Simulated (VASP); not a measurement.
# WC (P-6m2) in VASP: a series of runs, part 2 of 2

VASP 6.6.1. The steps go on from the part before.

### Step 3. Single point, PBE+D3(BJ)

This run uses another cell than the first one, of 10.33 Å³/atom.

The input, INCAR:

```
SYSTEM = WC
ALGO = Normal
EDIFF = 1E-7
ENCUT = 520
GGA = PE
ISIF = 2
ISMEAR = -1
IVDW = 12
LASPH = .True.
LCHARG = .False.
LREAL = .False.
LWAVE = .False.
NBANDS = 16
NELM = 100
PREC = Accurate
SIGMA = 0.05
```

The input, KPOINTS:

```
k-points
0
Gamma
  11 11 9
  0 0 0
```

The input, POSCAR:

```
WC
1.0
    2.9031928638      0.0000000000      0.0000000000
   -1.4515964319      2.5142387722      0.0000000000
    0.0000000000      0.0000000000      2.8307044373
W C
1 1
Direct
    0.0000000000      0.0000000000      0.0000000000
    0.6666666667      0.3333333333      0.5000000000
```

Potentials or basis: VASP PAW PBE potentials, release 64 (W_sv, C).

Launch:

```
$ cat potpaw_PBE.64/W_sv/POTCAR potpaw_PBE.64/C/POTCAR > POTCAR
$ mpirun -np 1 vasp_std > vasp.out
```

OUTCAR:

```text
SYSTEM = WC
   EDIFF = 1E-7
   ENCUT = 520
   GGA = PE
   ISIF = 2
   ISMEAR = -1
   IVDW = 12
   LASPH = .True.
   LREAL = .False.
   NELM = 100
   PREC = Accurate
 IVDW          = 12

 ion  position               nearest neighbor table
   1  0.000  0.000  0.000-   2 2.19   2 2.19   2 2.19   2 2.19   2 2.19   2 2.19
   2  0.667  0.333  0.500-   1 2.19   1 2.19   1 2.19   1 2.19   1 2.19   1 2.19

  LATTYP: Found a hexagonal cell.
 ALAT       =     2.9031928638
 C/A-ratio  =     0.9750314809

  Lattice vectors:

 A1 = (   2.9031928638,   0.0000000000,   0.0000000000)
[... 643 lines left out ...]

 Edisp (eV)   -0.92778

 E8    (eV) :    -0.4254

  FORCE on cell =-STRESS in cart. coord.  units (eV):
  Direction    XX          YY          ZZ          XY          YZ          ZX
  --------------------------------------------------------------------------------------
  -------------------------------------------------------------------------------------
  Total       0.13526     0.13526     0.17780     0.00000    -0.00000     0.00000
  in kB      10.48828    10.48828    13.78654     0.00000    -0.00000     0.00000
  external pressure =       11.59 kB  Pullay stress =        0.00 kB

 VOLUME and BASIS-vectors are now :
 -----------------------------------------------------------------------------
  energy-cutoff  :      520.00
  volume of cell :       20.66
      direct lattice vectors                 reciprocal lattice vectors
     2.903192864  0.000000000  0.000000000     0.344448353  0.198867349  0.000000000
    -1.451596432  2.514238772  0.000000000     0.000000000  0.397734698  0.000000000
     0.000000000  0.000000000  2.830704437     0.000000000  0.000000000  0.353268956

 POSITION                                       TOTAL-FORCE (eV/Angst)
 -----------------------------------------------------------------------------------
      0.00000      0.00000      0.00000        -0.000000     -0.000000      0.000000
      1.45160      0.83808      1.41535         0.000000      0.000000      0.000000
 -----------------------------------------------------------------------------------
    total drift:                                0.000000     -0.000000      0.000000

  FREE ENERGIE OF THE ION-ELECTRON SYSTEM (eV)
  ---------------------------------------------------
  free  energy   TOTEN  =       -23.3671292410 eV

  energy  without entropy=      -23.3643102493  energy(sigma->0) =      -23.36571975
```

OSZICAR:

```text
N       E                     dE             d eps       ncg     rms          rms(c)
DAV:   1     0.111313614981E+03    0.11131E+03   -0.93895E+03  2568   0.126E+03
DAV:   2    -0.221918164188E+02   -0.13351E+03   -0.12939E+03  2992   0.340E+02
DAV:   3    -0.254932419780E+02   -0.33014E+01   -0.32896E+01  2848   0.505E+01
DAV:   4    -0.255105489831E+02   -0.17307E-01   -0.17306E-01  3352   0.411E+00
DAV:   5    -0.255106748756E+02   -0.12589E-03   -0.12589E-03  2824   0.334E-01    0.327E+01
DAV:   6    -0.225182813712E+02    0.29924E+01   -0.57266E+00  3080   0.258E+01    0.869E+00
DAV:   7    -0.224670289424E+02    0.51252E-01   -0.42927E-01  2648   0.499E+00    0.629E+00
DAV:   8    -0.224407690075E+02    0.26260E-01   -0.61677E-02  2864   0.210E+00    0.110E+00
DAV:   9    -0.224394034294E+02    0.13656E-02   -0.33291E-03  2824   0.430E-01    0.119E-01
DAV:  10    -0.224393514752E+02    0.51954E-04   -0.31265E-04  3056   0.200E-01    0.682E-02
DAV:  11    -0.224393488706E+02    0.26047E-05   -0.18065E-05  2976   0.372E-02    0.101E-02
DAV:  12    -0.224393479002E+02    0.97034E-06   -0.32791E-06  2896   0.158E-02    0.135E-03
DAV:  13    -0.224393478425E+02    0.57747E-07   -0.12851E-07  2656   0.300E-03
   1 F= -.23367129E+02 E0= -.23365720E+02  d E =-.281899E-02
```

stdout:

```text
POSCAR found type information on POSCAR W C
 POSCAR found :  2 types and       2 ions
 scaLAPACK will be used
 LDA part: xc-table for (Slater+PW92), standard interpolation
 POSCAR, INCAR and KPOINTS ok, starting setup
 FFT: planning ... GRIDC
 FFT: planning ... GRID_SOFT
 FFT: planning ... GRID
 WAVECAR not read
 entering main loop
```

Run time: 31 s. Hardware: 1 thread of Intel Xeon 8259CL, shared host; peak memory 0.17 GiB.

Results:

- Free energy: -23.3671 eV
- Pressure: 1.2 GPa
- Band gap on the k mesh: zero (bands 9 and 10 overlap by 1.21 eV)
- Dispersion energy per atom: -0.464 eV

Stress tensor (GPa, compression positive):
```
1.05 0.00 0.00
0.00 1.05 0.00
0.00 0.00 1.38
```

Levels at points of the mesh, in eV from the Fermi level:
```tsv
k point	band 6	band 7	band 8	band 9	band 10	band 11	band 12	band 13
(0.00, 0.00, 0.00)	-4.36	-3.38	-3.38	0.07	3.23	3.23	5.63	5.63
```

Caveat: spin-orbit coupling is left out, which moves the levels of the heavy elements.

### Step 4. Single point, RPBE

This run uses another cell than the first one, of 10.65 Å³/atom.

The input, INCAR:

```
PREC = Accurate
ENCUT = 520
EDIFF = 1E-6
ISMEAR = -1
SIGMA = 0.05
LREAL = F
LASPH = T
NELM = 60
ALGO = Normal
ISIF = 2
LWAVE = F
LCHARG = F
GGA = RP
NBANDS = 16
```

The input, KPOINTS:

```
regular mesh
0
Gamma
  11 11 9
```

The input, POSCAR:

```
WC
1.0
    2.9340186869      0.0000000000      0.0000000000
   -1.4670093434      2.5409347180      0.0000000000
    0.0000000000      0.0000000000      2.8558891134
W C
1 1
Direct
    0.0000000000      0.0000000000      0.0000000000
    0.6666666667      0.3333333333      0.5000000000
```

Launch:

```
$ cat potpaw_PBE.64/W_sv/POTCAR potpaw_PBE.64/C/POTCAR > POTCAR
$ mpirun -np 1 vasp_std > vasp.out
```

Wall time 28 s (1 thread of Intel Xeon 8259CL, shared host); peak memory 0.16 GiB.

The run converged. Its results:

```
Free energy            : -21.4092 eV
Pressure               : 1.0 GPa
Band gap on the k mesh : zero (bands 9 and 10 overlap by 1.17 eV)
```

Stress tensor (GPa, compression positive):
```
0.86 0.00 0.00
0.00 0.86 0.00
0.00 0.00 1.15
```

Levels at points of the mesh, in eV from the Fermi level:
| k point | band 6 | band 7 | band 8 | band 9 | band 10 | band 11 | band 12 | band 13 |
| --- | --- | --- | --- | --- | --- | --- | --- | --- |
| (0.00, 0.00, 0.00) | -4.18 | -3.25 | -3.25 | 0.10 | 3.12 | 3.12 | 5.50 | 5.50 |

Caveat: the PAW data sets were made with another functional, which shifts forces and pressure a little; spin-orbit coupling is left out, which moves the levels of the heavy elements.

### Step 5. The runs side by side

```csv
level,potentials or basis,cell,gap on the mesh (eV),pressure (GPa)
LDA,"VASP PAW LDA potentials, release 64 (W_sv, C)","a = 2.885, b = 2.885, c = 2.810 Å, angles 90.0, 90.0, 120.0°, 2 atoms",none,2.7
PBE+D3(BJ),"VASP PAW PBE potentials, release 64 (W_sv, C)","a = 2.903, b = 2.903, c = 2.831 Å, angles 90.0, 90.0, 120.0°, 2 atoms",none,1.2
RPBE,"VASP PAW PBE potentials, release 64 (W_sv, C)","a = 2.934, b = 2.934, c = 2.856 Å, angles 90.0, 90.0, 120.0°, 2 atoms",none,1.0
```

Alike in all rows: task single point; no spin polarisation; k mesh 11 × 11 × 9; cutoff (eV) 520; smearing fermi-dirac 0.05 eV.

Caveats: spin-orbit coupling is left out, which moves the levels of the heavy elements; the PAW data sets were made with another functional, which shifts forces and pressure a little (at least some runs).

Total energies depend on the potentials used, so only differences within one code and one set of settings carry meaning.
